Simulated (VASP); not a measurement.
# Al18HO: single point with LDA

Al18HO, a slab with vacuum:

```
Al O H
1.0
     5.72757    0.00000    0.00000
     4.29567    7.44032    0.00000
     0.00000    0.00000   15.67654
Al O H
18 1 1
Direct
  0.16667 0.11111 0.06379
  0.66667 0.11111 0.06379
  0.16667 0.44444 0.06379
  0.66667 0.44444 0.06379
  0.16667 0.77778 0.06379
  0.66667 0.77778 0.06379
  0.82728 0.22756 0.20772
  0.33766 0.22190 0.20817
  0.83927 0.54914 0.20595
  0.33205 0.55702 0.20967
  0.83566 0.88940 0.21012
  0.33152 0.88801 0.20981
  0.98191 0.02053 0.35304
  0.50168 0.00069 0.35387
  0.00174 0.33113 0.35774
  0.49967 0.33330 0.35335
  0.98977 0.65460 0.35341
  0.52968 0.65127 0.35133
  0.17132 0.77707 0.41166
  0.17515 0.77609 0.47428
```

* Program: VASP 6.6.1
* Task: single point
* Functional: LDA
* Potentials or basis: VASP PAW LDA potentials, release 64 (Al, O, H)
* Cutoff: 520 eV
* k mesh: 3 × 2 × 1
* Occupations: fermi-dirac, width 0.1 eV
* Spin: no spin polarisation
* Dipole correction: no
* Further INCAR settings: LREAL = Auto; ALGO = Normal; EDIFF = 1e-06; NBANDS = 46

The largest force is 0.331 eV/Å. The band gap on the k mesh is zero (an odd number of electrons rules out a gap without spin polarisation).

Forces in eV/Å, atoms in the order of the input:
```
Al  -0.135  0.070  0.028
Al   0.132  0.301 -0.040
Al   0.165 -0.103 -0.064
Al  -0.161 -0.228 -0.137
Al   0.038 -0.013  0.176
Al  -0.043 -0.027  0.019
Al   0.021  0.003 -0.006
Al  -0.010 -0.005  0.006
Al  -0.009  0.000  0.002
Al   0.011  0.002  0.002
Al  -0.004  0.003  0.002
Al   0.013 -0.001 -0.005
Al   0.012 -0.001  0.008
Al  -0.009  0.003  0.009
Al  -0.002 -0.014 -0.009
Al  -0.008 -0.002  0.013
Al   0.007  0.009 -0.015
Al  -0.007  0.002 -0.002
O   -0.012  0.004 -0.148
H    0.000 -0.005  0.160
```

Levels at points of the mesh, in eV from the Fermi level:
```csv
k point,band 27,band 28,band 29,band 30,band 31,band 32,band 33,band 34,band 35,band 36
"(0.00, 0.00, 0.00)",-0.66,-0.48,-0.38,-0.24,-0.09,0.15,0.32,0.54,0.62,1.26
"(0.00, 0.50, 0.00)",-1.35,-1.05,-0.39,-0.30,-0.27,0.21,0.52,0.62,1.11,1.27
```

Run time: 8.8 min on 1 thread of Intel Xeon 8259CL, with other jobs on the host, peak memory 0.58 GiB.

Caveat: the k points lie up to 0.42 Å⁻¹ apart, too coarse for converged energies and pressures of a metal; there is no dipole correction, which matters where the two faces differ; an odd number of electrons without spin polarisation forces a metal; a magnetic or distorted state may lie lower.
